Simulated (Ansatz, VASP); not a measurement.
## Two plane-wave programs on Pd

File INCAR:

```
ALGO = Normal
EDIFF = 1E-8
ENCUT = 520
GGA = CA
ISIF = 2
ISMEAR = -1
LASPH = True
LCHARG = False
LEFG = True
LREAL = False
LWAVE = False
NBANDS = 11
NELM = 100
PREC = Accurate
SIGMA = 0.05
```

File KPOINTS:

```
k-points
0
Gamma
  18 18 18
```

File POSCAR:

```
Pd
1.0
    0.0388980000      1.9643490000      1.9643490000
    1.9643490000      0.0388980000      1.9643490000
    1.9643490000      1.9643490000      0.0388980000
Pd
1
Direct
    0.0000000000      0.0000000000      0.0000000000
```

Input for Ansatz:

```yaml
crystal:
  lattice:
    - [0.038898, 1.964349, 1.964349]
    - [1.964349, 0.038898, 1.964349]
    - [1.964349, 1.964349, 0.038898]
  atoms:
    - { symbol: Pd, position: [0.0, 0.0, 0.0] }
kpoints:
  mp_grid: { grid: [18, 18, 18] }
scf:
  occupations: { method: fermi_dirac, width: 0.05 }
hamiltonian:
  xc: lda
  pseudopotentials: { kind: paw }
output:
  forces: true
  stress: true
  eigenvalues: true
  efg: { contact_densities: true }
  write_density: true
  write_potential: true
  elf: true
  volumetric_format: npy
```

Change from the starting cell: equal xy, yz and zx shear strains of +2 %, PAW files.

Alike in both runs: task electric field gradients; functional LDA; k mesh 18 × 18 × 18; occupations fermi-dirac, width 0.05 eV; no spin polarisation.

|  | VASP | Ansatz |
| --- | --- | --- |
| version | VASP 6.6.1 | Ansatz 0.2.0 |
| potentials or method | VASP PAW LDA potentials, release 64 (Pd) | PAW with Ansatz's default frozen-core files, scalar-relativistic |
| plane-wave cutoff (eV) | 520 | 420 |
| valence electrons in the cell | 10 | 18 |

```tsv
	VASP	Ansatz	Ansatz less VASP
pressure (GPa)	-7.5	-7.8	-0.24
traceless stress, the component that is largest in VASP (GPa)	-1.40	-1.38	+0.018
size of Vzz on the site where it differs most (V/Å²)	6.6	13.5	+6.85
```

LDA's correlation is that of Perdew and Zunger in VASP and of Perdew and Wang (1992) in Ansatz. VASP's potentials hold 10 valence electrons a cell and Ansatz's 18, so a difference there can come from the potentials and not from the codes.
